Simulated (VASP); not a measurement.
# InH (P6/mmm) in VASP: a series of runs

Runs on InH. Level: PBE. Tasks: single point.

Program: VASP 6.6.1. These are calculated values, not measurements. Logs are shortened: lines on timing, memory, paths and dates and some standing lists are left out, and cuts for length are marked.

## (1) The cell of the first run

It takes space group P6/mmm (No. 191, hexagonal). The conventional cell has a = 3.167 Å, b = 3.167 Å, c = 3.880 Å, α = 90.00°, β = 90.00°, γ = 120.00°. Within 2.6 Å of In (site symmetry 6/mmm) lie 2 H at 1.94 Å. Within 2.6 Å of H (site symmetry 6/mmm) lie 2 In at 1.94 Å.

## (2) Single point, PBE

Contents of INCAR:

```
PREC     = Accurate       # precision mode
ENCUT    = 520            # plane-wave cutoff, eV
EDIFF    = 1E-6           # SCF threshold, eV
ISMEAR   = 0              # smearing method
SIGMA    = 0.1            # smearing width, eV
LREAL    = F              # projectors in reciprocal space
LASPH    = T              # aspherical terms in the spheres
NELM     = 80             # most SCF steps
ALGO     = Normal         # electronic algorithm
ISIF     = 2              # what is computed and relaxed
LWAVE    = F              # write WAVECAR
LCHARG   = F              # write CHGCAR
GGA      = PE             # functional
NBANDS   = 14             # bands
```

Contents of KPOINTS:

```
Automatic mesh
0
Gamma
  6 6 6
```

Contents of POSCAR:

```
InH
1.0
    3.1669317759      0.0000000000      0.0000000000
   -1.5834658880      2.7426433700      0.0000000000
    0.0000000000      0.0000000000      3.8804658721
In H
1 1
Direct
    0.0000000000      0.0000000000      0.5000000000
    0.0000000000      0.0000000000      0.0000000000
```

Potentials or basis: VASP PAW PBE potentials, release 64 (In_d, H).

Run with:

```sh
$ cat potpaw_PBE.64/In_d/POTCAR potpaw_PBE.64/H/POTCAR > POTCAR
$ mpirun -np 1 vasp_std > vasp.out
```

OUTCAR:

```text
PREC = Accurate
   ENCUT = 520
   EDIFF = 1E-6
   ISMEAR = 0
   LREAL = F
   LASPH = T
   NELM = 80
   ISIF = 2
   GGA = PE

 ion  position               nearest neighbor table
   1  0.000  0.000  0.500-   2 1.94   2 1.94
   2  0.000  0.000  0.000-   1 1.94   1 1.94

  LATTYP: Found a hexagonal cell.
 ALAT       =     3.1669317759
 C/A-ratio  =     1.2253076942

  Lattice vectors:

 A1 = (   3.1669317759,   0.0000000000,   0.0000000000)
 A2 = (  -1.5834658880,   2.7426433700,   0.0000000000)
 A3 = (   0.0000000000,   0.0000000000,   3.8804658721)

Analysis of symmetry for initial positions (statically):
=====================================================================
 Subroutine PRICEL returns:
 Original cell was already a primitive cell.

 Routine SETGRP: Setting up the symmetry group for a
 hexagonal supercell.

 Subroutine GETGRP returns: Found 24 space group operations
 (whereof 24 operations were pure point group operations)
 out of a pool of 24 trial point group operations.

The static configuration has the point symmetry D_6h.

Analysis of symmetry for dynamics (positions and initial velocities):
=====================================================================
 Subroutine PRICEL returns:
 Original cell was already a primitive cell.

 Routine SETGRP: Setting up the symmetry group for a
 hexagonal supercell.

 Subroutine GETGRP returns: Found 24 space group operations
 (whereof 24 operations were pure point group operations)
 out of a pool of 24 trial point group operations.

The dynamic configuration has the point symmetry D_6h.

 Subroutine INISYM returns: Found 24 space group operations
 (whereof 24 operations are pure point group operations),
 and found     1 'primitive' translations

----------------------------------------------------------------------------------------

                                     Primitive cell

  volume of cell :      33.7048

  direct lattice vectors                    reciprocal lattice vectors
     3.166931776  0.000000000  0.000000000     0.315763038  0.182305875  0.000000000
    -1.583465888  2.742643370  0.000000000     0.000000000  0.364611750  0.000000000
     0.000000000  0.000000000  3.880465872     0.000000000  0.000000000  0.257701017

  length of vectors
     3.166931776  3.166931776  3.880465872     0.364611750  0.364611750  0.257701017

  position of ions in fractional coordinates (direct lattice)
     0.000000000  0.000000000  0.500000000
     0.000000000  0.000000000  0.000000000

  ion indices of the primitive-cell ions
   primitive index   ion index
                 1           1
                 2           2

----------------------------------------------------------------------------------------

 KPOINTS: Automatic mesh

Automatic generation of k-mesh.
 Grid dimensions read from file:
 generate k-points for:    6    6    6

 Generating k-lattice:

  Cartesian coordinates                     Fractional coordinates (reciprocal lattice)
     0.052627173  0.030384313  0.000000000     0.166666667 -0.000000000  0.000000000
     0.000000000  0.060768625  0.000000000     0.000000000  0.166666667  0.000000000
     0.000000000  0.000000000  0.042950169     0.000000000  0.000000000  0.166666667

  Length of vectors
     0.060768625  0.060768625  0.042950169

  Shift w.r.t. Gamma in fractional coordinates (k-lattice)
     0.000000000  0.000000000  0.000000000

 Subroutine IBZKPT returns following result:
 ===========================================

 Found     28 irreducible k-points:

 Following reciprocal coordinates:
            Coordinates               Weight
  0.000000  0.000000  0.000000      1.000000
  0.166667  0.000000  0.000000      6.000000
  0.333333  0.000000  0.000000      6.000000
  0.500000 -0.000000  0.000000      3.000000
  0.166667  0.166667  0.000000      6.000000
  0.333333  0.166667  0.000000     12.000000
[... 16 lines left out ...]
  0.166667  0.000000  0.500000      6.000000
  0.333333  0.000000  0.500000      6.000000
 [... further k-points ...]
   k-points           NKPTS =     28   k-points in BZ     NKDIM =     28   number of bands    NBANDS=     14
   number of dos      NEDOS =    301   number of ions     NIONS =      2
   total plane-waves  NPLWV =  17280
   dimension x,y,z NGX =    24 NGY =   24 NGZ =   30
   dimension x,y,z NGXF=    48 NGYF=   48 NGZF=   60
   ions per type =               1   1
   NGX,Y,Z   is equivalent  to a cutoff of  12.60, 12.60, 12.85 a.u.
   NGXF,Y,Z  is equivalent  to a cutoff of  25.20, 25.20, 25.71 a.u.
 SYSTEM =  unknown system
   PREC   = accura    normal or accurate (medium, high low for compatibility)
   ISTART =      0    job   : 0-new  1-cont  2-samecut
   ICHARG =      2    charge: 1-file 2-atom 10-const
   ISPIN  =      1    spin polarized calculation?
   LNONCOLLINEAR =      F non collinear calculations
   LSORBIT =      F    spin-orbit coupling
   LASPH  =      T    aspherical Exc in radial PAW
   ENCUT  =  520.0 eV  38.22 Ry    6.18 a.u.   5.89  5.89  7.22*2*pi/ulx,y,z
   NELM   =     80;   NELMIN=  2; NELMDL= -5     # of ELM steps
   EDIFF  = 0.1E-05   stopping-criterion for ELM
   LREAL  =      F    real-space projection
   EDIFFG = 0.1E-04   stopping-criterion for IOM
   NSW    =      0    number of steps for IOM
   IBRION =     -1    ionic relax: 0-MD 1-quasi-New 2-CG
   NFREE  =      0    steps in history (QN), initial steepest desc. (CG)
   ISIF   =      2    stress and relaxation
   ISYM   =      2    0-nonsym 1-usesym 2-fastsym
   POTIM  = 0.5000    time-step for ionic-motion
   TEBEG  =    0.0;   TEEND  =   0.0 temperature during run
   PSTRESS=    0.0 pullay stress
   NELECT =      14.0000    total number of electrons
   NUPDOWN=      -1.0000    fix difference up-down
   EMIN   =  10.00;   EMAX   =-10.00  energy-range for DOS
   EFERMI =   0.00;   METHOD = LEGACY
   ISMEAR =     0;   SIGMA  =   0.10  broadening in eV -4-tet -1-fermi 0-gaus
   EFERMI_NEDOS =   21; number of points for ismear=-14 and -15
   IALGO  =     38    algorithm
   IMIX   =      4    mixing-type and parameters
     AMIX     =   0.40;   BMIX     =  1.00
     AMIX_MAG =   1.60;   BMIX_MAG =  1.00
  volume/ion in A,a.u.               =      16.85       113.73
  Fermi-wavevector in a.u.,A,eV,Ry     =   1.221481  2.308265 20.300122  1.492017
  Thomas-Fermi vector in A             =   2.356662
   LORBIT       =      0    0 simple, 1 ext, 2 COOP (PROOUT), +10 PAW based schemes
   GGA     = PE    functional components
   LHFCALC =     F    Hartree Fock is set to
   AEXX    =    0.0000 exact exchange contribution
   IVDW    =     0    specifies the selected vdW correction
   LEPSILON=     F    determine dielectric tensor
   LRPA    =     F    only Hartree local field effects (RPA)
 non-spin polarized calculation
 Gauss-broadening in eV      SIGMA  =   0.10
  energy-cutoff  :      520.00
  volume of cell :       33.70
 maximum number of plane-waves:       932
 NGX is ok and might be reduce to    24
   NGX = 11   NGY = 11   NGZ = 15

 number of electron      13.9999994 magnetization

 Free energy of the ion-electron system (eV)
  ---------------------------------------------------
  ext. energy  EPLUGINS =         0.00000000
  ---------------------------------------------------
  free energy    TOTEN  =        -5.37905398 eV

  energy without entropy =       -5.37783347  energy(sigma->0) =       -5.37844373

 E-fermi :   5.3009     XC(G=0):  -9.4299

 val. band max:        4.9906335897   @ k =   0.3333   0.0000   0.0000
 cond. band min:       5.3055637769   @ k =   0.3333   0.3333   0.3333
 fundamental gap:      0.3149301872
 Fermi energy:         5.3008754819

 k-point     1 :       0.0000    0.0000    0.0000
  band No.  band energies     occupation
      1      -9.7257      2.00000
      2      -9.4783      2.00000
      3      -9.4783      2.00000
      4      -9.1442      2.00000
      5      -9.1442      2.00000
      6      -4.2587      2.00000
      7       6.1986      0.00000
      8       6.9534      0.00000
      9      15.8429      0.00000
     10      15.8429      0.00000
     11      16.6727      0.00000
     12      17.8976      0.00000
     13      20.0579      0.00000
     14      20.0579      0.00000

 k-point     2 :       0.1667    0.0000    0.0000
  band No.  band energies     occupation
      1      -9.6729      2.00000
      2      -9.4981      2.00000
      3      -9.3752      2.00000
      4      -9.2064      2.00000
      5      -9.1577      2.00000
      6      -3.7004      2.00000
      7       6.2637      0.00000
      8       7.5869      0.00000
      9      11.7356      0.00000
     10      14.1521      0.00000
     11      15.8268      0.00000
     12      18.8987      0.00000
     13      21.9028      0.00000
     14      22.4017      0.00000

 k-point     3 :       0.3333    0.0000    0.0000
  band No.  band energies     occupation
      1      -9.6786      2.00000
      2      -9.4394      2.00000
      3      -9.3267      2.00000
      4      -9.1846      2.00000
      5      -9.1620      2.00000
      6      -2.0471      2.00000
      7       4.9906      1.99999
      8       9.0659      0.00000
      9       9.2826      0.00000
     10      12.2343      0.00000
     11      14.4496      0.00000
     12      17.0451      0.00000
     13      17.7040      0.00000
     14      22.3752      0.00000
[... 324 lines left out ...]
 k-point    23 :       0.1667    0.0000    0.5000
  band No.  band energies     occupation
      1      -9.5343      2.00000
      2      -9.4167      2.00000
      3      -9.3730      2.00000
      4      -9.2358      2.00000
      5      -9.1789      2.00000
      6      -1.5603      2.00000
      7      -0.5747      2.00000
      8      12.2622      0.00000
      9      13.0735      0.00000
     10      15.5838      0.00000
     11      17.7251      0.00000
     12      17.7746      0.00000
     13      19.5119      0.00000
     14      20.3994      0.00000

 k-point    24 :       0.3333    0.0000    0.5000
  band No.  band energies     occupation
      1      -9.6316      2.00000
      2      -9.3705      2.00000
      3      -9.2327      2.00000
      4      -9.2080      2.00000
      5      -9.1606      2.00000
      6       0.2213      2.00000
      7       0.4400      2.00000
      8       7.7162      0.00000
      9      10.2607      0.00000
     10      13.4878      0.00000
     11      15.5996      0.00000
     12      17.0192      0.00000
     13      18.1411      0.00000
     14      20.8850      0.00000

 [... further k-points ...]
[... 5 lines left out ...]
  --------------------------------------------------------------------------------------
  -------------------------------------------------------------------------------------
  Total       -0.0013830     -0.0013830      0.0022921      0.0000000     -0.0000000      0.0000000
  in kB       -0.0657402     -0.0657402      0.1089541      0.0000000     -0.0000000      0.0000000
  external PRESSURE =      -0.0075088 kB  Pullay stress =       0.0000000 kB

 VOLUME and BASIS-vectors are now :
 -----------------------------------------------------------------------------
  energy-cutoff  :      520.00
  volume of cell :       33.70
      direct lattice vectors                 reciprocal lattice vectors
     3.166931776  0.000000000  0.000000000     0.315763038  0.182305875  0.000000000
    -1.583465888  2.742643370  0.000000000     0.000000000  0.364611750  0.000000000
     0.000000000  0.000000000  3.880465872     0.000000000  0.000000000  0.257701017

 POSITION                                       TOTAL-FORCE (eV/Angst)
 -----------------------------------------------------------------------------------
      0.00000      0.00000      1.94023        -0.000000      0.000000      0.000000
      0.00000      0.00000      0.00000         0.000000      0.000000      0.000000
 -----------------------------------------------------------------------------------
    total drift:                                0.000000      0.000000      0.000000

  FREE ENERGIE OF THE ION-ELECTRON SYSTEM (eV)
  ---------------------------------------------------
  free  energy   TOTEN  =        -5.3790539818 eV

  energy  without entropy=       -5.3778334721  energy(sigma->0) =       -5.37844373
```

Wall time 9.3 s (1 thread of Intel Xeon Platinum 8488C (Sapphire Rapids), shared host); peak memory 0.15 GiB.

What came out:

| Quantity | Value |
| --- | --- |
| Free energy | -5.3791 eV |
| Pressure | 0.0 GPa |
| Band gap on the k mesh | zero (band 7 reaches 6.26 eV, above the bottom of band 8 at 3.63 eV) |

Caveat: the k points lie up to 0.38 Å⁻¹ apart; spin-orbit coupling is left out, which moves the levels of the heavy elements.

## (3) Single point, PBE

This run uses another cell than the first one, of 18.30 Å³/atom, 1.086 times its volume.

Contents of INCAR:

```
SYSTEM = InH
PREC = Accurate
ENCUT = 520
EDIFF = 1E-6
ISMEAR = 0
SIGMA = 0.1
LREAL = .False.
LASPH = .True.
NELM = 60
ALGO = Normal
ISIF = 2
LWAVE = .False.
LCHARG = .False.
GGA = PE
NBANDS = 14
```

Contents of KPOINTS:

```
Automatic mesh
0
Gamma
  6 6 6
  0 0 0
```

Contents of POSCAR:

```
InH
1.0
    3.3851129000      0.0000000000      0.0000000000
   -1.6925564500      2.9315937700      0.0000000000
    0.0000000000      0.0000000000      3.6888329700
In H
1 1
Direct
    0.0000000000      0.0000000000      0.5000000000
    0.0000000000      0.0000000000      0.0000000000
```

Potentials or basis: VASP PAW PBE potentials, release 64 (In_d, H).

Run with:

```sh
$ cat potpaw_PBE.64/In_d/POTCAR potpaw_PBE.64/H/POTCAR > POTCAR
$ mpirun -np 1 vasp_std > vasp.out
```

It took 18 s on 1 thread of Intel Xeon Platinum 8488C (Sapphire Rapids), shared host; peak memory 0.16 GiB.

It converged, with:

- Free energy: -5.2399 eV
- Pressure: 0.5 GPa
- Band gap on the k mesh: zero (band 7 reaches 6.56 eV, above the bottom of band 8 at 3.56 eV)

Stress tensor (GPa, compression positive):
```
-4.64  0.00  0.00
 0.00 -4.64  0.00
 0.00  0.00 10.92
```

Levels at points of the mesh, in eV from the Fermi level:
```
           k point  band 3  band 4  band 5  band 6  band 7  band 8  band 9  band 10  band 11  band 12
(0.00, 0.00, 0.00)  -14.35  -14.14  -14.14   -8.88    2.23    3.28    8.59     8.59    10.30    11.99
(0.50, 0.00, 0.00)  -14.27  -14.17  -14.10   -5.93   -2.09    4.54    5.25     6.23     9.46     9.71
(0.00, 0.00, 0.50)  -14.35  -14.18  -14.18   -6.16   -6.02    7.35   10.47    10.47    13.16    14.54
(0.50, 0.00, 0.50)  -14.21  -14.16  -14.10   -4.57   -2.14   -0.70    3.95     6.81     9.28    10.60
```

Caveat: spin-orbit coupling is left out, which moves the levels of the heavy elements.
